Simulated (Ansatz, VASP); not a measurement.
One calculation of Rh, two programs

File INCAR:

```
SYSTEM = Rh
ALGO = Normal
EDIFF = 1E-6
ENCUT = 520
GGA = CA
ISIF = 2
ISMEAR = -1
LASPH = .TRUE.
LCHARG = .FALSE.
LREAL = .FALSE.
LWAVE = .FALSE.
NBANDS = 14
NELM = 60
PREC = Accurate
SIGMA = 0.03
```

File KPOINTS:

```
k-points
0
G
  16 16 16
  0 0 0
```

POSCAR

```
Rh
1.0
    0.0000000000      1.9265732643      1.9265732643
    1.9265732643      0.0000000000      1.9265732643
    1.9265732643      1.9265732643      0.0000000000
Rh
1
Direct
    0.0000000000      0.0000000000      0.0000000000
```

Input for Ansatz:

```yaml
crystal:
  lattice:
    - [0.0, 1.9265732643, 1.9265732643]
    - [1.9265732643, 0.0, 1.9265732643]
    - [1.9265732643, 1.9265732643, 0.0]
  atoms:
    - { symbol: Rh, position: [0.0, 0.0, 0.0] }
kpoints:
  mp_grid: { grid: [16, 16, 16] }
  band_path:
    path:
      - [0.0, 0.0, 0.0]
      - [0.5, 0.0, 0.5]
      - [0.625, 0.25, 0.625]
      - [0.375, 0.375, 0.75]
      - [0.0, 0.0, 0.0]
      - [0.5, 0.5, 0.5]
      - [0.5, 0.25, 0.75]
      - [0.5, 0.0, 0.5]
    npoints: 5
scf:
  occupations: { method: fermi_dirac, width: 0.03 }
hamiltonian:
  xc: lda
  pseudopotentials: { kind: all_electron, lapw: { basis_error: 0.00025 } }
output:
  forces: true
  stress: true
  eigenvalues: true
```

Change from the starting cell: volume scaled by 1.04.

Alike in both runs: task single point; functional LDA; k mesh 16 × 16 × 16; occupations fermi-dirac, width 0.03 eV; no spin polarisation.

```csv
,VASP,Ansatz
version,VASP 6.6.1,Ansatz 0.2.0
potentials or method,"VASP PAW LDA potentials, release 64 (Rh_pv), cutoff 520 eV","all-electron LAPW, scalar-relativistic"
```

|  | VASP | Ansatz | Ansatz less VASP |
| --- | --- | --- | --- |
| pressure (GPa) | -19.6 | -20.3 | -0.70 |

LDA's correlation is that of Perdew and Zunger in VASP and of Perdew and Wang (1992) in Ansatz. Ansatz ran all-electron here, and VASP with PAW potentials.
